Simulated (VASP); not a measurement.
# BN (Cmmm) in VASP: relaxation of cell and atoms with PBE

Aim: the relaxation of cell and atoms of BN with PBE.

Program: VASP 6.6.1. These are calculated values, not measurements. Logs are shortened: lines on timing, memory, paths and dates and some standing lists are left out, and cuts for length are marked.

### 1 The cell of the first run

It takes space group Cmmm (No. 65, orthorhombic). The conventional cell has a = 2.281 Å, b = 8.489 Å, c = 2.281 Å, α = 90.00°, β = 90.00°, γ = 90.00°. Within 2.1 Å of B (site symmetry mmm) lie 4 N at 1.61 Å. N (site symmetry mmm) has 4 B at 1.61 Å within 2.1 Å.

The cell was generated, and may not be a known phase.

### 2 Relaxation of cell and atoms, PBE

INCAR

```
SYSTEM = BN
PREC     = Accurate       ! precision mode
ENCUT    = 600            ! plane-wave cutoff, eV
EDIFF    = 1E-7           ! SCF threshold, eV
ISMEAR   = 0              ! smearing method
SIGMA    = 0.1            ! smearing width, eV
LREAL    = .False.        ! projectors in reciprocal space
LASPH    = .True.         ! aspherical terms in the spheres
NELM     = 80             ! most SCF steps
ALGO     = Normal         ! electronic algorithm
ISIF     = 3              ! what is computed and relaxed
LWAVE    = .False.        ! write WAVECAR
LCHARG   = .False.        ! write CHGCAR
GGA      = PE             ! functional
IBRION   = 2              ! ionic algorithm
NSW      = 100            ! ionic steps
EDIFFG   = -0.01          ! ionic threshold
```

KPOINTS

```
regular mesh
0
Gamma
  24 24 24
  0 0 0
```

POSCAR

```
BN
1.0
    1.1406891394     -4.2447218801      0.0000000000
    1.1406891394      4.2447218801      0.0000000000
    0.0000000000      0.0000000000      2.2809362686
B N
1 1
Direct
    0.0000000000      0.0000000000      0.0000000000
    0.5000000000      0.5000000000      0.5000000000
```

Potentials or basis: VASP PAW PBE potentials, release 64 (B, N).

Command:

```sh
$ cat potpaw_PBE.64/B/POTCAR potpaw_PBE.64/N/POTCAR > POTCAR
$ mpirun -np 1 vasp_std > vasp.out
```

OUTCAR:

```text
SYSTEM = BN
   PREC = Accurate
   ENCUT = 600
   EDIFF = 1E-7
   ISMEAR = 0
   LREAL = .False.
   LASPH = .True.
   NELM = 80
   ISIF = 3
   GGA = PE
   IBRION = 2
   NSW = 100
   EDIFFG = -0.01

 ion  position               nearest neighbor table
   1  0.000  0.000  0.000-   2 1.61   2 1.61   2 1.61   2 1.61
   2  0.500  0.500  0.500-   1 1.61   1 1.61   1 1.61   1 1.61

  LATTYP: Found a base centered orthorhombic cell.
 ALAT       =     2.2813782788
 B/A-ratio  =     3.7211907552
 C/A-ratio  =     0.9998062530

  Lattice vectors:

 A1 = (   1.1406891394,  -4.2447218801,   0.0000000000)
 A2 = (   1.1406891394,   4.2447218801,   0.0000000000)
 A3 = (   0.0000000000,   0.0000000000,   2.2809362686)

Analysis of symmetry for initial positions (statically):
=====================================================================
 Subroutine PRICEL returns:
 Original cell was already a primitive cell.

 Routine SETGRP: Setting up the symmetry group for a
 base centered orthorhombic supercell.

 Subroutine GETGRP returns: Found  8 space group operations
 (whereof  8 operations were pure point group operations)
 out of a pool of  8 trial point group operations.

The static configuration has the point symmetry D_2h.

Analysis of symmetry for dynamics (positions and initial velocities):
=====================================================================
 Subroutine PRICEL returns:
 Original cell was already a primitive cell.

 Routine SETGRP: Setting up the symmetry group for a
 base centered orthorhombic supercell.

 Subroutine GETGRP returns: Found  8 space group operations
 (whereof  8 operations were pure point group operations)
 out of a pool of  8 trial point group operations.

The dynamic configuration has the point symmetry D_2h.

 Subroutine INISYM returns: Found  8 space group operations
 (whereof  8 operations are pure point group operations),
 and found     1 'primitive' translations

----------------------------------------------------------------------------------------

                                     Primitive cell

  volume of cell :      22.0882

  direct lattice vectors                    reciprocal lattice vectors
     1.140689139 -4.244721880  0.000000000     0.438331516 -0.117793348  0.000000000
     1.140689139  4.244721880  0.000000000     0.438331516  0.117793348  0.000000000
     0.000000000  0.000000000  2.280936269     0.000000000  0.000000000  0.438416458

  length of vectors
     4.395319733  4.395319733  2.280936269     0.453883014  0.453883014  0.438416458

  position of ions in fractional coordinates (direct lattice)
     0.000000000  0.000000000  0.000000000
     0.500000000  0.500000000  0.500000000

  ion indices of the primitive-cell ions
   primitive index   ion index
                 1           1
                 2           2

----------------------------------------------------------------------------------------

 KPOINTS: regular mesh

Automatic generation of k-mesh.
 Grid dimensions read from file:
 generate k-points for:   24   24   24

 Generating k-lattice:

  Cartesian coordinates                     Fractional coordinates (reciprocal lattice)
     0.018263813 -0.004908056  0.000000000     0.041666667  0.000000000  0.000000000
     0.018263813  0.004908056  0.000000000     0.000000000  0.041666667  0.000000000
     0.000000000  0.000000000  0.018267352     0.000000000  0.000000000  0.041666667

  Length of vectors
     0.018911792  0.018911792  0.018267352

  Shift w.r.t. Gamma in fractional coordinates (k-lattice)
     0.000000000  0.000000000  0.000000000

 Subroutine IBZKPT returns following result:
 ===========================================

 Found   2041 irreducible k-points:

 Following reciprocal coordinates:
            Coordinates               Weight
  0.000000  0.000000  0.000000      1.000000
  0.041667  0.000000  0.000000      4.000000
  0.083333  0.000000  0.000000      4.000000
  0.125000  0.000000  0.000000      4.000000
  0.166667 -0.000000  0.000000      4.000000
  0.208333 -0.000000  0.000000      4.000000
[... 16 lines left out ...]
  0.416667  0.041667  0.000000      4.000000
  0.458333  0.041667  0.000000      4.000000
 [... further k-points ...]
   k-points           NKPTS =   2041   k-points in BZ     NKDIM =   2041   number of bands    NBANDS=      8
   number of dos      NEDOS =    301   number of ions     NIONS =      2
   total plane-waves  NPLWV =  23328
   dimension x,y,z NGX =    36 NGY =   36 NGZ =   18
   dimension x,y,z NGXF=    72 NGYF=   72 NGZF=   36
   ions per type =               1   1
   NGX,Y,Z   is equivalent  to a cutoff of  13.62, 13.62, 13.12 a.u.
   NGXF,Y,Z  is equivalent  to a cutoff of  27.23, 27.23, 26.24 a.u.
 SYSTEM =  BN
   PREC   = accura    normal or accurate (medium, high low for compatibility)
   ISTART =      0    job   : 0-new  1-cont  2-samecut
   ICHARG =      2    charge: 1-file 2-atom 10-const
   ISPIN  =      1    spin polarized calculation?
   LNONCOLLINEAR =      F non collinear calculations
   LSORBIT =      F    spin-orbit coupling
   LASPH  =      T    aspherical Exc in radial PAW
   ENCUT  =  600.0 eV  44.10 Ry    6.64 a.u.   8.78  8.78  4.56*2*pi/ulx,y,z
   NELM   =     80;   NELMIN=  2; NELMDL= -5     # of ELM steps
   EDIFF  = 0.1E-06   stopping-criterion for ELM
   LREAL  =      F    real-space projection
   EDIFFG = -.1E-01   stopping-criterion for IOM
   NSW    =    100    number of steps for IOM
   IBRION =      2    ionic relax: 0-MD 1-quasi-New 2-CG
   NFREE  =      1    steps in history (QN), initial steepest desc. (CG)
   ISIF   =      3    stress and relaxation
   ISYM   =      2    0-nonsym 1-usesym 2-fastsym
   POTIM  = 0.5000    time-step for ionic-motion
   TEBEG  =    0.0;   TEEND  =   0.0 temperature during run
   PSTRESS=    0.0 pullay stress
   NELECT =       8.0000    total number of electrons
   NUPDOWN=      -1.0000    fix difference up-down
   EMIN   =  10.00;   EMAX   =-10.00  energy-range for DOS
   EFERMI =   0.00;   METHOD = LEGACY
   ISMEAR =     0;   SIGMA  =   0.10  broadening in eV -4-tet -1-fermi 0-gaus
   EFERMI_NEDOS =   21; number of points for ismear=-14 and -15
   IALGO  =     38    algorithm
   IMIX   =      4    mixing-type and parameters
     AMIX     =   0.40;   BMIX     =  1.00
     AMIX_MAG =   1.60;   BMIX_MAG =  1.00
  volume/ion in A,a.u.               =      11.04        74.53
  Fermi-wavevector in a.u.,A,eV,Ry     =   1.166948  2.205212 18.527981  1.361768
  Thomas-Fermi vector in A             =   2.303455
   LORBIT       =      0    0 simple, 1 ext, 2 COOP (PROOUT), +10 PAW based schemes
   GGA     = PE    functional components
   LHFCALC =     F    Hartree Fock is set to
   AEXX    =    0.0000 exact exchange contribution
   IVDW    =     0    specifies the selected vdW correction
   LEPSILON=     F    determine dielectric tensor
   LRPA    =     F    only Hartree local field effects (RPA)
 conjugate gradient relaxation of ions
 non-spin polarized calculation
 Gauss-broadening in eV      SIGMA  =   0.10
  energy-cutoff  :      600.00
  volume of cell :       22.09
 maximum number of plane-waves:       777
   NGX = 17   NGY = 17   NGZ =  9

--------------------------------------- Ionic step        1  -------------------------------------------

 number of electron       8.0000001 magnetization

 Free energy of the ion-electron system (eV)
  ---------------------------------------------------
  ext. energy  EPLUGINS =         0.00000000
  ---------------------------------------------------
  free energy    TOTEN  =       -13.76580064 eV

  energy without entropy =      -13.76371968  energy(sigma->0) =      -13.76476016

------------------------ aborting loop because EDIFF is reached ----------------------------------------

  FORCE on cell =-STRESS in cart. coord.  units (eV):
  Direction    XX          YY          ZZ          XY          YZ          ZX
  --------------------------------------------------------------------------------------
  -------------------------------------------------------------------------------------
  Total       -0.0011715     -0.0247147      0.0051185      0.0000000      0.0000000      0.0000000
  in kB       -0.0849776     -1.7926933      0.3712755      0.0000000      0.0000000      0.0000000
  external PRESSURE =      -0.5021318 kB  Pullay stress =       0.0000000 kB
[... 89 lines left out ...]
  FREE ENERGIE OF THE ION-ELECTRON SYSTEM (eV)
  ---------------------------------------------------
  free  energy   TOTEN  =       -13.7658496648 eV

  energy  without entropy=      -13.7637648571  energy(sigma->0) =      -13.76480726

[... ionic steps 4 to 11 ...]

--------------------------------------- Ionic step       12  -------------------------------------------

 number of electron       8.0000001 magnetization

------------------------ aborting loop because EDIFF is reached ----------------------------------------

  FORCE on cell =-STRESS in cart. coord.  units (eV):
  Direction    XX          YY          ZZ          XY          YZ          ZX
  --------------------------------------------------------------------------------------
  -------------------------------------------------------------------------------------
  Total        0.0811177     -0.0163785     -0.0641042      0.0000000      0.0000000      0.0000000
  in kB        6.1141217     -1.2345074     -4.8317584      0.0000000      0.0000000      0.0000000
  external PRESSURE =       0.0159520 kB  Pullay stress =       0.0000000 kB
[... 57 lines left out ...]
  energy  without entropy=      -13.7646894761  energy(sigma->0) =      -13.76573317

--------------------------------------- Ionic step       14  -------------------------------------------

 number of electron       8.0000001 magnetization

 Free energy of the ion-electron system (eV)
  ---------------------------------------------------
  ext. energy  EPLUGINS =         0.00000000
  ---------------------------------------------------
  free energy    TOTEN  =       -13.76688539 eV

  energy without entropy =      -13.76477014  energy(sigma->0) =      -13.76582776

 E-fermi :   3.7522     XC(G=0):  -9.3725

 val. band max:        3.7274313504   @ k =  -0.4167   0.3750   0.5000
 cond. band min:       3.7570466197   @ k =   0.4583   0.4583   0.5000
 fundamental gap:      0.0296152693
 Fermi energy:         3.7521922042

 k-point     1 :       0.0000    0.0000    0.0000
  band No.  band energies     occupation
      1     -16.5633      2.00000
      2      -3.3063      2.00000
      3       0.4413      2.00000
      4       0.4598      2.00000
      5       5.7767      0.00000
      6      12.3705      0.00000
      7      13.0353      0.00000
      8      17.7068      0.00000
[... 243 lines left out ...]
 k-point    24 :       0.4583    0.0417    0.0000
  band No.  band energies     occupation
      1     -13.3374      2.00000
      2      -8.2153      2.00000
      3       1.0192      2.00000
      4       4.1082      0.00000
      5       4.1191      0.00000
      6      10.8509      0.00000
      7      12.8347      0.00000
      8      14.3480      0.00000

 [... further k-points ...]
[... 5 lines left out ...]
  --------------------------------------------------------------------------------------
  -------------------------------------------------------------------------------------
  Total        0.0100983      0.0045219     -0.0053659      0.0000000      0.0000000      0.0000000
  in kB        0.7939080      0.3554997     -0.4218536      0.0000000      0.0000000      0.0000000
  external PRESSURE =       0.2425180 kB  Pullay stress =       0.0000000 kB
[... 17 lines left out ...]
  FREE ENERGIE OF THE ION-ELECTRON SYSTEM (eV)
  ---------------------------------------------------
  free  energy   TOTEN  =       -13.7668853895 eV

  energy  without entropy=      -13.7647701357  energy(sigma->0) =      -13.76582776

 reached required accuracy - stopping structural energy minimisation
```

Wall time 38 min (1 thread of AMD EPYC 9R45 (Zen 5), shared host); peak memory 0.55 GiB.

What came out:

| Item | Value |
| --- | --- |
| Free energy | -13.7669 eV |
| Relaxed volume | 10.19 Å³/atom |
| Relaxed cell | a = 4.081 Å, b = 4.081 Å, c = 2.281 Å, α = 90.00°, β = 90.00°, γ = 147.55° |
| Space group after relaxing (to 0.1 Å) | Cmmm (No. 65) |
| Energy gained by relaxing | 0.5 meV/atom |
| Ionic steps | 14 |
| Pressure after relaxing | 0.0 GPa |
| Band gap on the k mesh | zero (bands 4 and 5 overlap by 0.79 eV) |

The path:
```tsv
step	energy change (eV)	largest force (eV/Å)	pressure (GPa)	volume (Å³)
1	0.0000	0.0000	-0.05	22.09
2	0.0000	0.0000	-0.07	22.08
3	0.0000	0.0000	-0.15	22.04
4	-0.0001	0.0000	-0.30	21.98
5	-0.0001	0.0000	-0.30	21.98
6	-0.0001	0.0000	-0.30	21.97
7	-0.0001	0.0000	-0.29	21.96
8	-0.0001	0.0000	-0.28	21.94
9	-0.0002	0.0000	-0.27	21.89
10	-0.0003	0.0000	-0.23	21.80
11	-0.0004	0.0000	-0.15	21.62
12	-0.0007	0.0000	0.00	21.26
13	-0.0010	0.0000	0.33	20.53
14	-0.0011	0.0000	0.02	20.38
```

Final structure:
```
CELL_PARAMETERS angstrom
1.14017 -3.91812 0.00000
1.14017 3.91812 0.00000
0.00000 0.00000 2.28092
ATOMIC_POSITIONS crystal
B 0.00000 0.00000 0.00000
N 0.50000 0.50000 0.50000
```

Caveat: semilocal functionals underestimate gaps, and a narrow one can read as zero.

The gap in the log of VASP goes by the Fermi energy; the results here count the filled bands.